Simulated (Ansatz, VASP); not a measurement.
**PtS2 in VASP and in Ansatz**

INCAR

```
SYSTEM = PtS2
ALGO = Normal
DIPOL = 0.5 0.5 0.393
EDIFF = 1E-6
ENCUT = 520
GGA = PE
IDIPOL = 3
ISIF = 2
ISMEAR = 0
IVDW = 12
LASPH = .True.
LCHARG = .False.
LDIPOL = .True.
LREAL = .False.
LWAVE = .False.
NBANDS = 31
NELM = 80
PREC = Accurate
SIGMA = 0.05
```

Contents of KPOINTS:

```
k-points
0
Gamma
  9 9 1
  0 0 0
```

The input POSCAR:

```
PtS2
1.0
    3.5415277692      0.0000000000      0.0000000000
   -1.7707638846      3.0670530163      0.0000000000
    0.0000000000      0.0000000000     22.4670602589
S Pt
4 2
Direct
    0.6666666667      0.3333333333      0.2002932270
    0.3333333333      0.6666666667      0.3108341745
    0.8333333333      1.0000000000      0.4750746206
    0.5000000000      1.3333333333      0.5856155682
    0.0000000000      0.0000000000      0.2555637007
    0.1666666667      0.6666666667      0.5303450944
```

Input for Ansatz:

```yaml
crystal:
  lattice:
    - [3.5415277692, 0.0, 0.0]
    - [-1.7707638846, 3.0670530163, 0.0]
    - [0.0, 0.0, 22.4670602589]
  atoms:
    - { symbol: S, position: [0.6666666667, 0.3333333333, 0.200293227] }
    - { symbol: Pt, position: [0.0, 0.0, 0.2555637007] }
    - { symbol: S, position: [0.3333333333, 0.6666666667, 0.3108341745] }
    - { symbol: S, position: [0.8333333333, 1.0, 0.4750746206] }
    - { symbol: Pt, position: [0.1666666667, 0.6666666667, 0.5303450944] }
    - { symbol: S, position: [0.5, 1.3333333333, 0.5856155682] }
basis:
  ecutwfc: 420
kpoints:
  mp_grid: { grid: [9, 9, 1] }
hamiltonian:
  xc: pbe
  pseudopotentials: { kind: paw, azcp: { folder: soft_1 } }
  dispersion: d3bj
scf:
  occupations: { method: gaussian, width: 0.05 }
output:
  forces: true
  eigenvalues: true
efield:
  axis: 3
  dipole_correction: true
  ramp_width: 0.04
```

Alike in both runs: task single point; functional PBE; dispersion D3(BJ); k mesh 9 × 9 × 1; occupations gaussian, width 0.05 eV; no spin polarisation.

|  | VASP | Ansatz |
| --- | --- | --- |
| version | VASP 6.6.1 | Ansatz 0.2.0 |
| potentials or method | VASP PAW PBE potentials, release 64 (S, Pt), cutoff 520 eV | scalar-relativistic, plane waves, PAW |
| valence electrons in the cell | 44 | 60 |

```tsv
	VASP	Ansatz	Ansatz less VASP
gap on the k mesh at the Fermi level (eV)	1.56	1.55	-0.006
least direct gap on the mesh (eV)	1.65	1.65	-0.006
rms of the force components (eV/Å)	0.025	0.028	+0.0031
```

VASP's potentials hold 44 valence electrons a cell and Ansatz's 60, so a difference there can come from the potentials and not from the codes.

Spin-orbit coupling is off throughout.
